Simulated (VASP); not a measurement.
# PtS2 (P-3m1) in VASP: settings compared

Aim: see how the results for PtS2 move with the level of theory and the settings. Levels: PBEsol, PBEsol+D3(BJ). Tasks: relaxation of cell and atoms, single point.

Program: VASP 6.6.1. These are calculated values, not measurements. Logs are shortened: lines on timing, memory, paths and dates and some standing lists are left out, and cuts for length are marked.

### 1 The cell of the first run

It takes space group P-3m1 (No. 164, trigonal). The conventional cell has a = 3.543 Å, b = 3.543 Å, c = 5.039 Å, α = 90.00°, β = 90.00°, γ = 120.00°. Pt (site symmetry -3m) has 6 S at 2.34 Å within 3.1 Å. Within 3.1 Å of S (site symmetry 3m) lie 3 Pt at 2.34 Å and 3 S at 3.07 Å.

### 2 Relaxation of cell and atoms, PBEsol, target pressure 20 GPa, at which the enthalpy is minimised

The input, INCAR:

```
  PREC = Accurate
  ENCUT = 600
  EDIFF = 1E-7
  ISMEAR = -1
  SIGMA = 0.05
  LREAL = F
  LASPH = T
  NELM = 80
  ALGO = Normal
  ISIF = 3
  LWAVE = F
  LCHARG = F
  GGA = PS
  IBRION = 2
  NSW = 80
  EDIFFG = -0.02
  PSTRESS = 200.0
```

The input, KPOINTS:

```
Automatic mesh
0
Gamma
  9 9 5
```

The input, POSCAR:

```
PtS2
1.0
    3.5432000000      0.0000000000      0.0000000000
   -1.7716000000      3.0685012107      0.0000000000
    0.0000000000      0.0000000000      5.0388000000
Pt S
1 2
Direct
    0.0000000000      0.0000000000      0.0000000000
    0.6666666667      0.3333333333      0.7730000000
    0.3333333333      0.6666666667      0.2270000000
```

Potentials or basis: VASP PAW PBE potentials, release 64 (Pt, S).

Launch:

```console
$ cat potpaw_PBE.64/Pt/POTCAR potpaw_PBE.64/S/POTCAR > POTCAR
$ mpirun -np 1 vasp_std > vasp.out
```

OUTCAR:

```text
PREC = Accurate
   ENCUT = 600
   EDIFF = 1E-7
   ISMEAR = -1
   LREAL = F
   LASPH = T
   NELM = 80
   ISIF = 3
   GGA = PS
   IBRION = 2
   NSW = 80
   EDIFFG = -0.02
   PSTRESS = 200.0

 ion  position               nearest neighbor table
   1  0.000  0.000  0.000-   2 2.34   3 2.34   2 2.34   3 2.34   2 2.34   3 2.34
   2  0.667  0.333  0.773-   1 2.34   1 2.34   1 2.34
   3  0.333  0.667  0.227-   1 2.34   1 2.34   1 2.34

  LATTYP: Found a hexagonal cell.
 ALAT       =     3.5432000000
 C/A-ratio  =     1.4221043125

  Lattice vectors:

 A1 = (   3.5432000000,   0.0000000000,   0.0000000000)
 A2 = (  -1.7716000000,   3.0685012107,   0.0000000000)
 A3 = (   0.0000000000,   0.0000000000,   5.0388000000)

Analysis of symmetry for initial positions (statically):
=====================================================================
 Subroutine PRICEL returns:
 Original cell was already a primitive cell.

 Routine SETGRP: Setting up the symmetry group for a
 hexagonal supercell.

 Subroutine GETGRP returns: Found 12 space group operations
 (whereof 12 operations were pure point group operations)
 out of a pool of 24 trial point group operations.

The static configuration has the point symmetry D_3d.

Analysis of symmetry for dynamics (positions and initial velocities):
=====================================================================
 Subroutine PRICEL returns:
 Original cell was already a primitive cell.

 Routine SETGRP: Setting up the symmetry group for a
 hexagonal supercell.

 Subroutine GETGRP returns: Found 12 space group operations
 (whereof 12 operations were pure point group operations)
 out of a pool of 24 trial point group operations.

The dynamic configuration has the point symmetry D_3d.

 Subroutine INISYM returns: Found 12 space group operations
 (whereof 12 operations are pure point group operations),
 and found     1 'primitive' translations

----------------------------------------------------------------------------------------

                                     Primitive cell

  volume of cell :      54.7834

  direct lattice vectors                    reciprocal lattice vectors
     3.543200000  0.000000000  0.000000000     0.282230752  0.162946001  0.000000000
    -1.771600000  3.068501211  0.000000000     0.000000000  0.325892001  0.000000000
     0.000000000  0.000000000  5.038800000     0.000000000  0.000000000  0.198459951

  length of vectors
     3.543200000  3.543200000  5.038800000     0.325892001  0.325892001  0.198459951

  position of ions in fractional coordinates (direct lattice)
     0.000000000  0.000000000  0.000000000
     0.666666667  0.333333333  0.773000000
     0.333333333  0.666666667  0.227000000

  ion indices of the primitive-cell ions
   primitive index   ion index
                 1           1
                 2           2
                 3           3

----------------------------------------------------------------------------------------

 KPOINTS: Automatic mesh

Automatic generation of k-mesh.
 Grid dimensions read from file:
 generate k-points for:    9    9    5

 Generating k-lattice:

  Cartesian coordinates                     Fractional coordinates (reciprocal lattice)
     0.031358972  0.018105111  0.000000000     0.111111111  0.000000000  0.000000000
     0.000000000  0.036210222  0.000000000     0.000000000  0.111111111  0.000000000
     0.000000000  0.000000000  0.039691990     0.000000000  0.000000000  0.200000000

  Length of vectors
     0.036210222  0.036210222  0.039691990

  Shift w.r.t. Gamma in fractional coordinates (k-lattice)
     0.000000000  0.000000000  0.000000000

 Subroutine IBZKPT returns following result:
 ===========================================

 Found     50 irreducible k-points:

 Following reciprocal coordinates:
            Coordinates               Weight
  0.000000  0.000000  0.000000      1.000000
  0.111111 -0.000000  0.000000      6.000000
  0.222222  0.000000  0.000000      6.000000
  0.333333  0.000000  0.000000      6.000000
  0.444444  0.000000  0.000000      6.000000
  0.111111  0.111111  0.000000      6.000000
[... 16 lines left out ...]
  0.222222  0.111111  0.200000     12.000000
 -0.111111  0.333333  0.200000     12.000000
 [... further k-points ...]
   k-points           NKPTS =     50   k-points in BZ     NKDIM =     50   number of bands    NBANDS=     15
   number of dos      NEDOS =    301   number of ions     NIONS =      3
   total plane-waves  NPLWV =  31360
   dimension x,y,z NGX =    28 NGY =   28 NGZ =   40
   dimension x,y,z NGXF=    56 NGYF=   56 NGZF=   80
   ions per type =               1   2
   NGX,Y,Z   is equivalent  to a cutoff of  13.14, 13.14, 13.20 a.u.
   NGXF,Y,Z  is equivalent  to a cutoff of  26.28, 26.28, 26.39 a.u.
 SYSTEM =  unknown system
   PREC   = accura    normal or accurate (medium, high low for compatibility)
   ISTART =      0    job   : 0-new  1-cont  2-samecut
   ICHARG =      2    charge: 1-file 2-atom 10-const
   ISPIN  =      1    spin polarized calculation?
   LNONCOLLINEAR =      F non collinear calculations
   LSORBIT =      F    spin-orbit coupling
   LASPH  =      T    aspherical Exc in radial PAW
   ENCUT  =  600.0 eV  44.10 Ry    6.64 a.u.   7.08  7.08 10.06*2*pi/ulx,y,z
   NELM   =     80;   NELMIN=  2; NELMDL= -5     # of ELM steps
   EDIFF  = 0.1E-06   stopping-criterion for ELM
   LREAL  =      F    real-space projection
   EDIFFG = -.2E-01   stopping-criterion for IOM
   NSW    =     80    number of steps for IOM
   IBRION =      2    ionic relax: 0-MD 1-quasi-New 2-CG
   NFREE  =      1    steps in history (QN), initial steepest desc. (CG)
   ISIF   =      3    stress and relaxation
   ISYM   =      2    0-nonsym 1-usesym 2-fastsym
   POTIM  = 0.5000    time-step for ionic-motion
   TEBEG  =    0.0;   TEEND  =   0.0 temperature during run
   PSTRESS=  200.0 pullay stress
   NELECT =      22.0000    total number of electrons
   NUPDOWN=      -1.0000    fix difference up-down
   EMIN   =  10.00;   EMAX   =-10.00  energy-range for DOS
   EFERMI =   0.00;   METHOD = LEGACY
   ISMEAR =    -1;   SIGMA  =   0.05  broadening in eV -4-tet -1-fermi 0-gaus
   EFERMI_NEDOS =   21; number of points for ismear=-14 and -15
   IALGO  =     38    algorithm
   IMIX   =      4    mixing-type and parameters
     AMIX     =   0.40;   BMIX     =  1.00
     AMIX_MAG =   1.60;   BMIX_MAG =  1.00
  volume/ion in A,a.u.               =      18.26       123.23
  Fermi-wavevector in a.u.,A,eV,Ry     =   1.207812  2.282434 19.848315  1.458810
  Thomas-Fermi vector in A             =   2.343439
   LORBIT       =      0    0 simple, 1 ext, 2 COOP (PROOUT), +10 PAW based schemes
   GGA     = PS    functional components
   LHFCALC =     F    Hartree Fock is set to
   AEXX    =    0.0000 exact exchange contribution
   IVDW    =     0    specifies the selected vdW correction
   LEPSILON=     F    determine dielectric tensor
   LRPA    =     F    only Hartree local field effects (RPA)
 conjugate gradient relaxation of ions
 non-spin polarized calculation
  energy-cutoff  :      600.00
  volume of cell :       54.78
 maximum number of plane-waves:      1863
   NGX = 15   NGY = 15   NGZ = 21

--------------------------------------- Ionic step        1  -------------------------------------------

 number of electron      22.0000000 magnetization

 Free energy of the ion-electron system (eV)
  ---------------------------------------------------
  ext. energy  EPLUGINS =         0.00000000
  ---------------------------------------------------
  free energy    TOTEN  =       -16.93171354 eV

  energy without entropy =      -16.93170659  energy(sigma->0) =      -16.93171007

------------------------ aborting loop because EDIFF is reached ----------------------------------------

  FORCE on cell =-STRESS in cart. coord.  units (eV):
  Direction    XX          YY          ZZ          XY          YZ          ZX
  --------------------------------------------------------------------------------------
  -------------------------------------------------------------------------------------
  Total        2.1687669      2.1687669      1.9651570      0.0000000      0.0000000      0.0000000
  in kB       63.4270304     63.4270304     57.4723217      0.0000000      0.0000000      0.0000000
  external PRESSURE =    -138.5578725 kB  Pullay stress =     200.0000000 kB
[... 100 lines left out ...]
  energy  without entropy=      -16.6008291302  energy(sigma->0) =      -16.60083113

  enthalpy is  TOTEN    =       -10.3205032668 eV   P V=        6.2803298685

 E-fermi :   9.1261     XC(G=0): -11.9858

 val. band max:        9.0915527024   @ k =   0.0000   0.1111   0.2000
 cond. band min:       9.1509182345   @ k =   0.0000   0.1111   0.2000
 fundamental gap:      0.0593655321
 Fermi energy:         9.1261212560

 k-point     1 :       0.0000    0.0000    0.0000
  band No.  band energies     occupation
      1      -7.3635      2.00000
      2      -2.1767      2.00000
      3       1.6322      2.00000
      4       2.6807      2.00000
      5       2.6807      2.00000
      6       5.6145      2.00000
      7       5.6145      2.00000
      8       6.9902      2.00000
      9       8.0682      2.00000
     10       8.0682      2.00000
     11       9.1791      0.51462
     12       9.1791      0.51462
     13       9.3517      0.02170
     14      13.2080      0.00000
[... 403 lines left out ...]
      4       2.5954      2.00000
      5       2.9517      2.00000
      6       4.8211      2.00000
      7       5.3230      2.00000
      8       6.1161      2.00000
      9       6.4935      2.00000
     10       7.7169      2.00000
     11       8.6890      1.99968
     12      10.1887      0.00000
     13      10.5126      0.00000
     14      14.5021      0.00000
     15      15.1526      0.00000

 [... further k-points ...]

[... ionic steps 4 to 13 ...]

--------------------------------------- Ionic step       14  -------------------------------------------

 number of electron      22.0000000 magnetization

------------------------ aborting loop because EDIFF is reached ----------------------------------------
[... 73 lines left out ...]
--------------------------------------- Ionic step       16  -------------------------------------------

 number of electron      22.0000000 magnetization

 Free energy of the ion-electron system (eV)
  ---------------------------------------------------
  ext. energy  EPLUGINS =         0.00000000
  ---------------------------------------------------
  free energy    TOTEN  =       -16.58166622 eV

  energy without entropy =      -16.57863608  energy(sigma->0) =      -16.58015115

 E-fermi :  10.6352     XC(G=0): -12.3168

 val. band max:       10.5305231740   @ k =   0.0000   0.3333   0.4000
 cond. band min:      10.7519463866   @ k =   0.0000   0.1111   0.2000
 fundamental gap:      0.2214232126
 Fermi energy:        10.6352108608

 k-point     1 :       0.0000    0.0000    0.0000
  band No.  band energies     occupation
      1      -6.8166      2.00000
      2      -1.2906      2.00000
      3       1.9504      2.00000
      4       2.8207      2.00000
      5       2.8207      2.00000
      6       6.1447      2.00000
      7       6.1447      2.00000
      8       8.1487      2.00000
      9       9.0720      2.00000
     10       9.0720      2.00000
     11      11.0385      0.00063
     12      11.0385      0.00063
     13      11.2942      0.00000
     14      13.3674      0.00000
[... 449 lines left out ...]
  energy  without entropy=      -16.5786360835  energy(sigma->0) =      -16.58015115

  enthalpy is  TOTEN    =       -11.2334919135 eV   P V=        5.3481743029

 reached required accuracy - stopping structural energy minimisation
```

Wall time 4.2 min (1 thread of Intel Xeon 6975P-C (Granite Rapids), shared host); peak memory 0.22 GiB.

Results:

- Free energy: -16.5817 eV
- Relaxed volume: 14.28 Å³/atom
- Relaxed cell: a = 3.490 Å, b = 3.490 Å, c = 4.062 Å, α = 90.00°, β = 90.00°, γ = 120.00°
- Space group after relaxing (to 0.05 Å): P-3m1 (No. 164)
- Energy change on relaxing (the enthalpy is what falls): +116.7 meV/atom
- Ionic steps: 16
- Pressure after relaxing: 20.0 GPa
- Largest force after relaxing: 0.013 eV/Å
- Band gap on the k mesh: zero (band 11 reaches 11.04 eV, above the bottom of band 12 at 10.53 eV)

Forces in eV/Å, atoms in the order of the input:
```
Pt   0.000  0.000  0.000
S    0.000  0.000 -0.013
S    0.000  0.000  0.013
```

Stress tensor (GPa, compression positive):
```
19.96  0.00  0.00
 0.00 19.96  0.00
 0.00  0.00 20.16
```

The path:
```csv
step,energy change (eV),largest force (eV/Å),pressure (GPa),volume (Å³)
1,0.0000,0.9300,6.14,54.78
2,1.9492,5.1630,65.96,43.19
3,0.3309,2.1898,21.84,50.31
4,0.2585,1.4501,21.17,47.42
5,0.9621,1.0628,32.39,39.83
6,0.4094,0.7664,25.59,43.58
7,0.6248,0.0255,28.58,41.47
8,0.3550,1.9284,-0.27,45.97
9,0.4311,0.6126,19.06,42.64
10,0.3858,0.3177,19.95,42.63
11,0.3815,0.0895,20.49,42.60
12,0.3812,0.1025,20.46,42.61
13,0.3428,0.0519,19.39,42.90
14,0.3444,0.0539,19.43,42.89
15,0.3588,0.1045,20.85,42.78
16,0.3500,0.0132,20.03,42.84
```

Final structure:
```cif
data_structure
_symmetry_space_group_name_H-M 'P 1'
_symmetry_Int_Tables_number 1
_cell_length_a 3.4900
_cell_length_b 3.4900
_cell_length_c 4.0618
_cell_angle_alpha 90.000
_cell_angle_beta 90.000
_cell_angle_gamma 120.000
_cell_volume 42.84
loop_
_atom_site_label
_atom_site_type_symbol
_atom_site_fract_x
_atom_site_fract_y
_atom_site_fract_z
_atom_site_occupancy
Pt1 Pt 0.00000 0.00000 0.00000 1
S1 S 0.66667 0.33333 0.71052 1
S2 S 0.33333 0.66667 0.28948 1
```

Caveat: the cell is relaxed towards a set pressure, so the enthalpy falls and the energy may rise; the volume moved by over 15 % at a fixed basis, so the end points are rough; the PAW data sets were made with another functional, which shifts forces and pressure a little; spin-orbit coupling is left out, which moves the levels of the heavy elements.

(Continued in part 2 of 2.)
